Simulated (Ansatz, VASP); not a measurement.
## Two plane-wave programs on MgS

POSCAR

```
MgS
1.0
    0.0000000000      2.6816180974      2.6816180974
    2.6816180974      0.0000000000      2.6816180974
    2.6816180974      2.6816180974      0.0000000000
S Mg
1 1
Direct
    0.2500000000      0.2500000000      0.2500000000
    0.0000000000      0.0000000000      0.0000000000
```

The input INCAR.step1:

```
  PREC = Accurate
  ENCUT = 520
  EDIFF = 1E-5
  ISMEAR = 0
  SIGMA = 0.05
  LREAL = F
  LASPH = T
  NELM = 60
  ALGO = Normal
  ISIF = 2
  LWAVE = T
  LCHARG = F
  GGA = PE
  NBANDS = 11
```

INCAR.step2

```
  PREC = Accurate
  ENCUT = 520
  EDIFF = 1E-6
  ISMEAR = 0
  SIGMA = 0.05
  LREAL = F
  LASPH = T
  NELM = 60
  ALGO = Normal
  ISIF = 2
  LWAVE = F
  LCHARG = F
  GGA = PE
  LHFCALC = T
  AEXX = 0.25
  PRECFOCK = Normal
  ISTART = 1
  NBANDS = 11
```

The input KPOINTS:

```
regular mesh
0
Gamma
  6 6 6
```

File input.yaml:

```yaml
crystal:
  lattice:
    - [0.0, 2.6816180974, 2.6816180974]
    - [2.6816180974, 0.0, 2.6816180974]
    - [2.6816180974, 2.6816180974, 0.0]
  atoms:
    - { symbol: S, position: [0.25, 0.25, 0.25] }
    - { symbol: Mg, position: [0.0, 0.0, 0.0] }
hamiltonian:
  xc: pbe0
  pseudopotentials: { kind: paw, core: large }
kpoints:
  mp_grid: { grid: [6, 6, 6] }
scf:
  occupations: { method: gaussian, width: 0.05 }
output:
  forces: true
  stress: true
  eigenvalues: true
```

Alike in both runs: task single point; functional PBE0; k mesh 6 × 6 × 6; occupations gaussian, width 0.05 eV; no spin polarisation.

|  | VASP | Ansatz |
| --- | --- | --- |
| version | VASP 6.6.1 | Ansatz 0.2.0 |
| potentials or method | VASP PAW PBE potentials, release 64 (S, Mg) | Ansatz PAW |
| plane-wave cutoff (eV) | 520 | 420 |
| valence electrons in the cell | 8 | 16 |

Ansatz gave:

```
gap on the k mesh at the Fermi level (eV) : 5.41
least direct gap on the mesh (eV)         : 6.14
pressure (GPa)                            : 13.4
```

**Question.** Estimate VASP's values.

**Answer.** gap on the k mesh at the Fermi level (eV): 5.41; least direct gap on the mesh (eV): 6.14; pressure (GPa): 13.2.

VASP's potentials hold 8 valence electrons a cell and Ansatz's 16, so a difference there can come from the potentials and not from the codes.
